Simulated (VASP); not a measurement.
# SrO (Pm-3m) in VASP: single point with PBE

Aim: the single point of SrO with PBE.

Program: VASP 6.6.1. These are calculated values, not measurements. Logs are shortened: lines on timing, memory, paths and dates and some standing lists are left out, and cuts for length are marked.

### 1 The cell of the first run

Symmetry: Pm-3m, No. 221, cubic system. Conventional cell: a = 3.134 Å, b = 3.134 Å, c = 3.134 Å, α = 90.00°, β = 90.00°, γ = 90.00°. Sr (site symmetry m-3m) has 8 O at 2.71 Å and 6 Sr at 3.13 Å within 3.6 Å. Within 3.6 Å of O (site symmetry m-3m) lie 8 Sr at 2.71 Å and 6 O at 3.13 Å.

### 2 Single point, PBE

Contents of INCAR:

```
PREC = Accurate ; ENCUT = 520
EDIFF = 1E-7 ; ISMEAR = 0
SIGMA = 0.05 ; LREAL = Auto
LASPH = T ; NELM = 80
ALGO = Normal ; ISIF = 2
LWAVE = F ; LCHARG = F
GGA = PE ; NBANDS = 78
```

Contents of KPOINTS:

```
regular mesh
0
Gamma
  4 4 4
```

Contents of POSCAR:

```
SrO
1.0
    6.2674686426      0.0000000000      0.0000000000
    0.0000000000      6.2674686426      0.0000000000
    0.0000000000      0.0000000000      6.2674686426
Sr O
8 8
Direct
    0.0000000000      0.0000000000      0.0000000000
    0.0000000000      0.0000000000      0.5000000000
    0.0000000000      0.5000000000      0.0000000000
    0.0000000000      0.5000000000      0.5000000000
    0.5000000000      0.0000000000      0.0000000000
    0.5000000000      0.0000000000      0.5000000000
    0.5000000000      0.5000000000      0.0000000000
    0.5000000000      0.5000000000      0.5000000000
    0.2500000000      0.2500000000      0.2500000000
    0.2500000000      0.2500000000      0.7500000000
    0.2500000000      0.7500000000      0.2500000000
    0.2500000000      0.7500000000      0.7500000000
    0.7500000000      0.2500000000      0.2500000000
    0.7500000000      0.2500000000      0.7500000000
    0.7500000000      0.7500000000      0.2500000000
    0.7500000000      0.7500000000      0.7500000000
```

Potentials or basis: VASP PAW PBE potentials, release 64 (Sr_sv, O).

Started as:

```bash
$ cat potpaw_PBE.64/Sr_sv/POTCAR potpaw_PBE.64/O/POTCAR > POTCAR
$ mpirun -np 1 vasp_std > vasp.out
```

OUTCAR:

```text
PREC = Accurate
   ENCUT = 520
   EDIFF = 1E-7
   ISMEAR = 0
   LREAL = Auto
   LASPH = T
   NELM = 80
   ISIF = 2
   GGA = PE

 ion  position               nearest neighbor table
   1  0.000  0.000  0.000-   9 2.71  10 2.71  11 2.71  12 2.71  13 2.71  14 2.71  15 2.71  16 2.71
                             5 3.13   2 3.13   3 3.13   2 3.13   3 3.13   5 3.13   7 4.43   4 4.43
   2  0.000  0.000  0.500-   9 2.71  10 2.71  11 2.71  12 2.71  13 2.71  14 2.71  15 2.71  16 2.71
                             6 3.13   1 3.13   4 3.13   1 3.13   4 3.13   6 3.13   8 4.43   3 4.43
   3  0.000  0.500  0.000-   9 2.71  10 2.71  11 2.71  12 2.71  13 2.71  14 2.71  15 2.71  16 2.71
                             7 3.13   1 3.13   4 3.13   4 3.13   1 3.13   7 3.13   2 4.43   8 4.43
   4  0.000  0.500  0.500-   9 2.71  10 2.71  11 2.71  12 2.71  13 2.71  14 2.71  15 2.71  16 2.71
                             8 3.13   2 3.13   3 3.13   3 3.13   2 3.13   8 3.13   1 4.43   1 4.43
   5  0.500  0.000  0.000-   9 2.71  10 2.71  11 2.71  12 2.71  13 2.71  14 2.71  15 2.71  16 2.71
                             7 3.13   1 3.13   6 3.13   6 3.13   7 3.13   1 3.13   2 4.43   8 4.43
   6  0.500  0.000  0.500-   9 2.71  10 2.71  11 2.71  12 2.71  13 2.71  14 2.71  15 2.71  16 2.71
                             8 3.13   2 3.13   5 3.13   5 3.13   8 3.13   2 3.13   1 4.43   4 4.43
   7  0.500  0.500  0.000-   9 2.71  10 2.71  11 2.71  12 2.71  13 2.71  14 2.71  15 2.71  16 2.71
                             8 3.13   3 3.13   5 3.13   8 3.13   5 3.13   3 3.13   4 4.43   6 4.43
   8  0.500  0.500  0.500-   9 2.71  10 2.71  11 2.71  12 2.71  13 2.71  14 2.71  15 2.71  16 2.71
                             7 3.13   4 3.13   6 3.13   7 3.13   6 3.13   4 3.13   3 4.43   5 4.43
   9  0.250  0.250  0.250-   1 2.71   2 2.71   3 2.71   4 2.71   5 2.71   6 2.71   7 2.71   8 2.71
[... 20 lines left out ...]
 A1 = (   6.2674686426,   0.0000000000,   0.0000000000)
 A2 = (   0.0000000000,   6.2674686426,   0.0000000000)
 A3 = (   0.0000000000,   0.0000000000,   6.2674686426)

Analysis of symmetry for initial positions (statically):
=====================================================================
 Subroutine PRICEL returns following result:

  LATTYP: Found a simple cubic cell.
 ALAT       =     3.1337343213

  Lattice vectors:

 A1 = (   3.1337343213,   0.0000000000,   0.0000000000)
 A2 = (   0.0000000000,   3.1337343213,   0.0000000000)
 A3 = (   0.0000000000,   0.0000000000,   3.1337343213)

   8 primitive cells build up your supercell.

 Routine SETGRP: Setting up the symmetry group for a
 simple cubic supercell.

 Subroutine GETGRP returns: Found 48 space group operations
 (whereof 48 operations were pure point group operations)
 out of a pool of 48 trial point group operations.

The static configuration has the point symmetry O_h .

[... 119 lines left out ...]
   NUPDOWN=      -1.0000    fix difference up-down
   EMIN   =  10.00;   EMAX   =-10.00  energy-range for DOS
   EFERMI =   0.00;   METHOD = LEGACY
   ISMEAR =     0;   SIGMA  =   0.05  broadening in eV -4-tet -1-fermi 0-gaus
   EFERMI_NEDOS =   21; number of points for ismear=-14 and -15
   IALGO  =     38    algorithm
   IMIX   =      4    mixing-type and parameters
     AMIX     =   0.40;   BMIX     =  1.00
     AMIX_MAG =   1.60;   BMIX_MAG =  1.00
  volume/ion in A,a.u.               =      15.39       103.84
  Fermi-wavevector in a.u.,A,eV,Ry     =   1.316394  2.487624 23.577453  1.732894
  Thomas-Fermi vector in A             =   2.446509
   LORBIT       =      0    0 simple, 1 ext, 2 COOP (PROOUT), +10 PAW based schemes
   GGA     = PE    functional components
   LHFCALC =     F    Hartree Fock is set to
   AEXX    =    0.0000 exact exchange contribution
   IVDW    =     0    specifies the selected vdW correction
   LEPSILON=     F    determine dielectric tensor
   LRPA    =     F    only Hartree local field effects (RPA)
 non-spin polarized calculation
 Gauss-broadening in eV      SIGMA  =   0.05
  energy-cutoff  :      520.00
  volume of cell :      246.19
 maximum number of plane-waves:      6704
 NGX is ok and might be reduce to    48
   NGX = 23   NGY = 23   NGZ = 23

 number of electron     128.0000012 magnetization

 Free energy of the ion-electron system (eV)
  ---------------------------------------------------
  ext. energy  EPLUGINS =         0.00000000
  ---------------------------------------------------
  free energy    TOTEN  =       -89.79017278 eV

  energy without entropy =      -89.79017278  energy(sigma->0) =      -89.79017278

 E-fermi :   3.2729     XC(G=0): -10.6745

 val. band max:        2.9711081540   @ k =   0.0000   0.0000   0.0000
 cond. band min:       5.7239495968   @ k =   0.0000   0.0000   0.0000
 fundamental gap:      2.7528414428
 Fermi energy:         3.2729081064

 k-point     1 :       0.0000    0.0000    0.0000
  band No.  band energies     occupation
      1     -30.9680      2.00000
      2     -30.7658      2.00000
      3     -30.7658      2.00000
      4     -30.7658      2.00000
      5     -30.5821      2.00000
      6     -30.5821      2.00000
[... 779 lines left out ...]
     75       9.4580      0.00000
     76       9.4580      0.00000
 [bands above 76 left out]

------------------------ aborting loop because EDIFF is reached ----------------------------------------

  FORCE on cell =-STRESS in cart. coord.  units (eV):
  Direction    XX          YY          ZZ          XY          YZ          ZX
  --------------------------------------------------------------------------------------
  -------------------------------------------------------------------------------------
  Total        1.0592478      1.0592478      1.0592478     -0.0000000     -0.0000000      0.0000000
  in kB        6.8933709      6.8933709      6.8933709     -0.0000000     -0.0000000      0.0000000
  external PRESSURE =       6.8933709 kB  Pullay stress =       0.0000000 kB

 VOLUME and BASIS-vectors are now :
 -----------------------------------------------------------------------------
  energy-cutoff  :      520.00
  volume of cell :      246.19
      direct lattice vectors                 reciprocal lattice vectors
     6.267468643  0.000000000  0.000000000     0.159554049  0.000000000  0.000000000
     0.000000000  6.267468643  0.000000000     0.000000000  0.159554049  0.000000000
     0.000000000  0.000000000  6.267468643     0.000000000  0.000000000  0.159554049

 POSITION                                       TOTAL-FORCE (eV/Angst)
 -----------------------------------------------------------------------------------
      0.00000      0.00000      0.00000        -0.000000      0.000000     -0.000000
      0.00000      0.00000      3.13373        -0.000000     -0.000000      0.000000
      0.00000      3.13373      0.00000        -0.000000      0.000000     -0.000000
      0.00000      3.13373      3.13373         0.000000     -0.000000      0.000000
      3.13373      0.00000      0.00000         0.000000      0.000000     -0.000000
      3.13373      0.00000      3.13373         0.000000      0.000000     -0.000000
[... 8 lines left out ...]
      4.70060      4.70060      1.56687         0.000000      0.000000     -0.000000
      4.70060      4.70060      4.70060         0.000000      0.000000      0.000000
 -----------------------------------------------------------------------------------
    total drift:                                0.000000      0.000000      0.000000

  FREE ENERGIE OF THE ION-ELECTRON SYSTEM (eV)
  ---------------------------------------------------
  free  energy   TOTEN  =       -89.7901727791 eV

  energy  without entropy=      -89.7901727791  energy(sigma->0) =      -89.79017278
```

stdout:

```text
POSCAR found type information on POSCAR SrO
 POSCAR found :  2 types and      16 ions
 scaLAPACK will be used
 LDA part: xc-table for (Slater+PW92), standard interpolation
 POSCAR, INCAR and KPOINTS ok, starting setup
 FFT: planning ... GRIDC
 FFT: planning ... GRID_SOFT
 FFT: planning ... GRID
 WAVECAR not read
 entering main loop
```

Wall time 3.6 min (1 thread of Intel Xeon Platinum 8559C (Emerald Rapids), shared host); peak memory 0.38 GiB.

Results:

| Item | Value |
| --- | --- |
| Free energy | -89.7902 eV |
| Pressure | 0.7 GPa |
| Band gap on the k mesh | 2.75 eV |
